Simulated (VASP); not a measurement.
Runs of VASP 6.6.1 on SnTe. It takes space group F-43m (No. 216, cubic). The conventional cell has a = 7.222 Å, b = 7.222 Å, c = 7.222 Å, α = 90.00°, β = 90.00°, γ = 90.00°. Within 4.1 Å of Sn (site symmetry -43m) lie 4 Te at 3.13 Å. Te (site symmetry -43m) has 4 Sn at 3.13 Å within 4.1 Å. 

```tsv
k mesh	gap on the mesh (eV)	pressure (GPa)
4 × 4 × 4	0.16	(c)
2 × 2 × 2	(b)	-1.8
3 × 3 × 3	0.90	-1.4
6 × 6 × 6	(a)	-0.6
```

Alike in all rows: task single point; level r2SCAN; potentials or basis VASP PAW PBE potentials, release 64 (Sn_d, Te); no spin polarisation; cell as given; cutoff (eV) 550; smearing gaussian 0.01 eV.

Problem. Fill in the values left out.

Solution. (a) 0.35; (b) 0.91; (c) -0.7.

Caveats: some runs use coarse meshes; the PAW data sets were made with another functional, which shifts forces and pressure a little; spin-orbit coupling is left out, which moves the levels of the heavy elements; an odd mesh through Γ misses points on the zone boundary, where band edges can lie (at least some runs).

A k mesh can miss the band edges, and the runs leave out spin-orbit coupling on Sn, Te.
